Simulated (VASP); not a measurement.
# AsPt (F-43m) in VASP: notebook, part 2 of 2

VASP 6.6.1. Earlier steps stand in the parts before.

### 5 Single point, PBE

This run uses another cell than the first one, of 22.26 Å³/atom, 1.058 times its volume.

File INCAR:

```
PREC = Accurate ; ENCUT = 520
EDIFF = 1E-6 ; ISMEAR = 0
SIGMA = 0.05 ; LREAL = False
LASPH = True ; NELM = 100
ALGO = Normal ; ISIF = 2
LWAVE = False ; LCHARG = False
GGA = PE ; NBANDS = 14
```

File KPOINTS:

```
regular mesh
0
Gamma
  12 12 12
```

File POSCAR:

```
AsPt
1.0
    0.0000000000      2.8129469837      2.8129469837
    2.8129469837      0.0000000000      2.8129469837
    2.8129469837      2.8129469837      0.0000000000
Pt As
1 1
Direct
    0.0000000000      0.0000000000      0.0000000000
    0.2500000000      0.2500000000      0.2500000000
```

Potentials or basis: VASP PAW PBE potentials, release 64 (Pt, As).

Run with:

```bash
$ cat potpaw_PBE.64/Pt/POTCAR potpaw_PBE.64/As/POTCAR > POTCAR
$ mpirun -np 1 vasp_std > vasp.out
```

OUTCAR:

```text
PREC = Accurate
   ENCUT = 520
   EDIFF = 1E-6
   ISMEAR = 0
   LREAL = False
   LASPH = True
   NELM = 100
   ISIF = 2
   GGA = PE

 ion  position               nearest neighbor table
   1  0.000  0.000  0.000-   2 2.44   2 2.44   2 2.44   2 2.44
   2  0.250  0.250  0.250-   1 2.44   1 2.44   1 2.44   1 2.44

  LATTYP: Found a face centered cubic cell.
 ALAT       =     5.6258939674

  Lattice vectors:

 A1 = (   0.0000000000,   2.8129469837,   2.8129469837)
 A2 = (   2.8129469837,   0.0000000000,   2.8129469837)
 A3 = (   2.8129469837,   2.8129469837,   0.0000000000)

Analysis of symmetry for initial positions (statically):
=====================================================================
 Subroutine PRICEL returns:
 Original cell was already a primitive cell.

 Routine SETGRP: Setting up the symmetry group for a
 face centered cubic supercell.

 Subroutine GETGRP returns: Found 24 space group operations
 (whereof 24 operations were pure point group operations)
 out of a pool of 48 trial point group operations.

The static configuration has the point symmetry T_d .

Analysis of symmetry for dynamics (positions and initial velocities):
=====================================================================
 Subroutine PRICEL returns:
 Original cell was already a primitive cell.

 Routine SETGRP: Setting up the symmetry group for a
 face centered cubic supercell.

 Subroutine GETGRP returns: Found 24 space group operations
 (whereof 24 operations were pure point group operations)
 out of a pool of 48 trial point group operations.

The dynamic configuration has the point symmetry T_d .

 Subroutine INISYM returns: Found 24 space group operations
 (whereof 24 operations are pure point group operations),
 and found     1 'primitive' translations

----------------------------------------------------------------------------------------

                                     Primitive cell

  volume of cell :      44.5158

  direct lattice vectors                    reciprocal lattice vectors
     0.000000000  2.812946984  2.812946984    -0.177749528  0.177749528  0.177749528
     2.812946984  0.000000000  2.812946984     0.177749528 -0.177749528  0.177749528
     2.812946984  2.812946984  0.000000000     0.177749528  0.177749528 -0.177749528

  length of vectors
     3.978107775  3.978107775  3.978107775     0.307871214  0.307871214  0.307871214

  position of ions in fractional coordinates (direct lattice)
     0.000000000  0.000000000  0.000000000
     0.250000000  0.250000000  0.250000000

  ion indices of the primitive-cell ions
   primitive index   ion index
                 1           1
                 2           2

----------------------------------------------------------------------------------------

 KPOINTS: regular mesh

Automatic generation of k-mesh.
 Grid dimensions read from file:
 generate k-points for:   12   12   12

 Generating k-lattice:

  Cartesian coordinates                     Fractional coordinates (reciprocal lattice)
    -0.014812461  0.014812461  0.014812461     0.083333333  0.000000000  0.000000000
     0.014812461 -0.014812461  0.014812461     0.000000000  0.083333333  0.000000000
     0.014812461  0.014812461 -0.014812461     0.000000000  0.000000000  0.083333333
[... 40 lines left out ...]
   number of dos      NEDOS =    301   number of ions     NIONS =      2
   total plane-waves  NPLWV =  27000
   dimension x,y,z NGX =    30 NGY =   30 NGZ =   30
   dimension x,y,z NGXF=    60 NGYF=   60 NGZF=   60
   ions per type =               1   1
   NGX,Y,Z   is equivalent  to a cutoff of  12.54, 12.54, 12.54 a.u.
   NGXF,Y,Z  is equivalent  to a cutoff of  25.07, 25.07, 25.07 a.u.
 SYSTEM =  unknown system
   PREC   = accura    normal or accurate (medium, high low for compatibility)
   ISTART =      0    job   : 0-new  1-cont  2-samecut
   ICHARG =      2    charge: 1-file 2-atom 10-const
   ISPIN  =      1    spin polarized calculation?
   LNONCOLLINEAR =      F non collinear calculations
   LSORBIT =      F    spin-orbit coupling
   LASPH  =      T    aspherical Exc in radial PAW
   ENCUT  =  520.0 eV  38.22 Ry    6.18 a.u.   7.40  7.40  7.40*2*pi/ulx,y,z
   NELM   =    100;   NELMIN=  2; NELMDL= -5     # of ELM steps
   EDIFF  = 0.1E-05   stopping-criterion for ELM
   LREAL  =      F    real-space projection
   EDIFFG = 0.1E-04   stopping-criterion for IOM
   NSW    =      0    number of steps for IOM
   IBRION =     -1    ionic relax: 0-MD 1-quasi-New 2-CG
   NFREE  =      0    steps in history (QN), initial steepest desc. (CG)
   ISIF   =      2    stress and relaxation
   ISYM   =      2    0-nonsym 1-usesym 2-fastsym
   POTIM  = 0.5000    time-step for ionic-motion
   TEBEG  =    0.0;   TEEND  =   0.0 temperature during run
   PSTRESS=    0.0 pullay stress
   NELECT =      15.0000    total number of electrons
   NUPDOWN=      -1.0000    fix difference up-down
   EMIN   =  10.00;   EMAX   =-10.00  energy-range for DOS
   EFERMI =   0.00;   METHOD = LEGACY
   ISMEAR =     0;   SIGMA  =   0.05  broadening in eV -4-tet -1-fermi 0-gaus
   EFERMI_NEDOS =   21; number of points for ismear=-14 and -15
   IALGO  =     38    algorithm
   IMIX   =      4    mixing-type and parameters
     AMIX     =   0.40;   BMIX     =  1.00
     AMIX_MAG =   1.60;   BMIX_MAG =  1.00
  volume/ion in A,a.u.               =      22.26       150.20
  Fermi-wavevector in a.u.,A,eV,Ry     =   1.139201  2.152778 17.657355  1.297779
  Thomas-Fermi vector in A             =   2.275905
   LORBIT       =      0    0 simple, 1 ext, 2 COOP (PROOUT), +10 PAW based schemes
   GGA     = PE    functional components
   LHFCALC =     F    Hartree Fock is set to
   AEXX    =    0.0000 exact exchange contribution
   IVDW    =     0    specifies the selected vdW correction
   LEPSILON=     F    determine dielectric tensor
   LRPA    =     F    only Hartree local field effects (RPA)
 non-spin polarized calculation
 Gauss-broadening in eV      SIGMA  =   0.05
  energy-cutoff  :      520.00
  volume of cell :       44.52
 maximum number of plane-waves:      1243
 NGX is ok and might be reduce to    30
   NGX = 15   NGY = 15   NGZ = 15

 number of electron      15.0000002 magnetization

 Free energy of the ion-electron system (eV)
  ---------------------------------------------------
  ext. energy  EPLUGINS =         0.00000000
  ---------------------------------------------------
  free energy    TOTEN  =       -11.05383888 eV

  energy without entropy =      -11.05229981  energy(sigma->0) =      -11.05306935

 E-fermi :   5.4602     XC(G=0): -10.2344

 val. band max:        5.4584715661   @ k =   0.4167   0.3333   0.0833
 cond. band min:       5.4769586122   @ k =   0.3333   0.2500   0.0833
 fundamental gap:      0.0184870461
 Fermi energy:         5.4602484746

 k-point     1 :       0.0000    0.0000    0.0000
  band No.  band energies     occupation
      1      -7.3002      2.00000
      2       0.2270      2.00000
      3       0.2270      2.00000
      4       0.2270      2.00000
      5       2.2720      2.00000
      6       2.2720      2.00000
      7       7.7915      0.00000
      8       9.3010      0.00000
      9       9.3010      0.00000
     10       9.3010      0.00000
     11      12.4028      0.00000
     12      12.4028      0.00000
     13      12.4028      0.00000
     14      16.3581      0.00000
[... 377 lines left out ...]
      1      -6.0795      2.00000
      2       0.1338      2.00000
      3       0.5268      2.00000
      4       0.7493      2.00000
      5       2.2874      2.00000
      6       2.3595      2.00000
      7       3.0554      2.00000
      8       5.7351      0.00000
      9       6.8035      0.00000
     10      10.4776      0.00000
     11      12.8005      0.00000
     12      14.3002      0.00000
     13      15.5386      0.00000
     14      17.4097      0.00000

 [... further k-points ...]

------------------------ aborting loop because EDIFF is reached ----------------------------------------

  FORCE on cell =-STRESS in cart. coord.  units (eV):
  Direction    XX          YY          ZZ          XY          YZ          ZX
  --------------------------------------------------------------------------------------
  -------------------------------------------------------------------------------------
  Total       -0.0106318     -0.0106318     -0.0106318      0.0000000      0.0000000      0.0000000
  in kB       -0.3826506     -0.3826506     -0.3826506      0.0000000      0.0000000      0.0000000
  external PRESSURE =      -0.3826506 kB  Pullay stress =       0.0000000 kB

 VOLUME and BASIS-vectors are now :
 -----------------------------------------------------------------------------
  energy-cutoff  :      520.00
  volume of cell :       44.52
      direct lattice vectors                 reciprocal lattice vectors
     0.000000000  2.812946984  2.812946984    -0.177749528  0.177749528  0.177749528
     2.812946984  0.000000000  2.812946984     0.177749528 -0.177749528  0.177749528
     2.812946984  2.812946984  0.000000000     0.177749528  0.177749528 -0.177749528

 POSITION                                       TOTAL-FORCE (eV/Angst)
 -----------------------------------------------------------------------------------
      0.00000      0.00000      0.00000        -0.000000      0.000000     -0.000000
      1.40647      1.40647      1.40647         0.000000     -0.000000      0.000000
 -----------------------------------------------------------------------------------
    total drift:                                0.000000      0.000000      0.000000

  FREE ENERGIE OF THE ION-ELECTRON SYSTEM (eV)
  ---------------------------------------------------
  free  energy   TOTEN  =       -11.0538388828 eV

  energy  without entropy=      -11.0522998144  energy(sigma->0) =      -11.05306935
```

OSZICAR:

```text
N       E                     dE             d eps       ncg     rms          rms(c)
DAV:   1     0.617861501322E+02    0.61786E+02   -0.63501E+03  2056   0.886E+02
DAV:   2    -0.951514489696E+01   -0.71301E+02   -0.64930E+02  2424   0.183E+02
DAV:   3    -0.114473979685E+02   -0.19323E+01   -0.19200E+01  2508   0.300E+01
DAV:   4    -0.114598020030E+02   -0.12404E-01   -0.12403E-01  2370   0.268E+00
DAV:   5    -0.114599845780E+02   -0.18257E-03   -0.18257E-03  2634   0.335E-01    0.893E+00
DAV:   6    -0.111181949472E+02    0.34179E+00   -0.18338E+00  2112   0.113E+01    0.446E+00
DAV:   7    -0.110675664410E+02    0.50629E-01   -0.16060E-01  2106   0.362E+00    0.269E+00
DAV:   8    -0.110539017866E+02    0.13665E-01   -0.20742E-02  2352   0.114E+00    0.236E-01
DAV:   9    -0.110537675760E+02    0.13421E-03   -0.70236E-04  2522   0.208E-01    0.138E-01
DAV:  10    -0.110538336007E+02   -0.66025E-04   -0.25169E-04  2226   0.909E-02    0.170E-02
DAV:  11    -0.110538382717E+02   -0.46710E-05   -0.11269E-05  2502   0.257E-02    0.779E-03
DAV:  12    -0.110538388828E+02   -0.61108E-06   -0.38319E-06  2208   0.138E-02
   1 F= -.11053839E+02 E0= -.11053069E+02  d E =-.153907E-02
```

Run time: 28 s. Hardware: 1 thread of Intel Xeon 6975P-C (Granite Rapids), shared host; peak memory 0.2 GiB.

What came out:

```yaml
Free_energy: -11.0538 eV
Pressure: 0.0 GPa
```

Caveat: spin-orbit coupling is left out, which moves the levels of the heavy elements.

### 6 Single point, PBE+D3(BJ)

This run uses another cell than the first one, of 22.26 Å³/atom, 1.058 times its volume.

File INCAR:

```
PREC = Accurate
ENCUT = 520
EDIFF = 1E-6
ISMEAR = 0
SIGMA = 0.05
LREAL = F
LASPH = T
NELM = 100
ALGO = Normal
ISIF = 2
LWAVE = F
LCHARG = F
GGA = PE
IVDW = 12
NBANDS = 14
```

File KPOINTS:

```
Automatic mesh
0
Gamma
  12 12 12
```

POSCAR is that of step 5.

Potentials or basis: VASP PAW PBE potentials, release 64 (Pt, As).

Run with:

```bash
$ cat potpaw_PBE.64/Pt/POTCAR potpaw_PBE.64/As/POTCAR > POTCAR
$ mpirun -np 1 vasp_std > vasp.out
```

Run time: 24 s. Hardware: 1 thread of Intel Xeon 6975P-C (Granite Rapids), shared host; peak memory 0.21 GiB.

Results (log left out):

```yaml
Free_energy: -11.9996 eV
Pressure: -3.6 GPa
Dispersion_energy_per_atom: -0.473 eV
```

Levels at points of the mesh, in eV from the Fermi level:
```csv
k point,band 3,band 4,band 5,band 6,band 7,band 8,band 9,band 10,band 11,band 12
"(0.00, 0.00, 0.00)",-5.23,-5.23,-3.19,-3.19,2.33,3.84,3.84,3.84,6.94,6.94
"(0.50, 0.00, 0.00)",-4.88,-4.88,-3.02,-3.02,-2.68,1.68,1.68,3.81,8.32,8.32
"(0.50, 0.50, 0.00)",-3.96,-3.96,-3.05,-2.81,-2.55,-0.80,-0.80,5.10,5.56,11.68
```

Caveat: three body term missing; spin-orbit coupling is left out, which moves the levels of the heavy elements; pairwise dispersion overbinds metals, which lowers pressure and volume.

### 7 Summary

| level | cell | gap on the mesh (eV) | pressure (GPa) |
| --- | --- | --- | --- |
| PBE | a = 3.904 Å, angles 60.0°, 2 atoms | none | 7.0 |
| PBE | a = 3.924 Å, angles 60.0°, 2 atoms | none | 4.9 |
| PBE | a = 3.951 Å, angles 60.0°, 2 atoms | none | 2.3 |
| PBE | a = 3.978 Å, angles 60.0°, 2 atoms | none | 0.0 |
| PBE+D3(BJ) | a = 3.978 Å, angles 60.0°, 2 atoms | none | -3.6 |

Alike in all rows: task single point; potentials or basis VASP PAW PBE potentials, release 64 (Pt, As); no spin polarisation; k mesh 12 × 12 × 12; cutoff (eV) 520; smearing gaussian 0.05 eV.

Caveats: spin-orbit coupling is left out, which moves the levels of the heavy elements; three body term missing (some runs); pairwise dispersion overbinds metals, which lowers pressure and volume (some runs).

Total energies depend on the potentials used, so only differences within one code and one set of settings carry meaning.
